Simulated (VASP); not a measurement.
InP, 2 atoms in the cell. Symmetry: F-43m, No. 216, cubic system. Conventional cell: a = 5.880 Å, b = 5.880 Å, c = 5.880 Å, α = 90.00°, β = 90.00°, γ = 90.00°. Within 3.4 Å of In (site symmetry -43m) lie 4 P at 2.55 Å. P (site symmetry -43m) has 4 In at 2.55 Å within 3.4 Å. 

- Program: VASP 6.6.1
- Task: single point
- Functional: PBE
- Potentials or basis: VASP PAW PBE potentials, release 64 (In_d, P)
- Cutoff: 520 eV
- k mesh: 6 × 6 × 6
- Occupations: gaussian, width 0.01 eV
- Spin: no spin polarisation
- Dipole correction: no
- Further INCAR settings: ALGO = Normal; EDIFF = 1e-06; NBANDS = 16

Potentials or basis: VASP PAW PBE potentials, release 64 (In_d, P).

Command:

```bash
$ cat potpaw_PBE.64/In_d/POTCAR potpaw_PBE.64/P/POTCAR > POTCAR
$ mpirun -np 1 vasp_std > vasp.out
```

Hardware: 1 thread of Intel(R) Xeon(R) 6975P-C (Granite Rapids), on a shared host.

Task: Estimate the wall time of this run.

Result: Run time: 7.7 s on 1 thread of Intel(R) Xeon(R) 6975P-C (Granite Rapids), on a shared host, peak memory 0.17 GiB. Counts: scf iterations 12, k points 16.
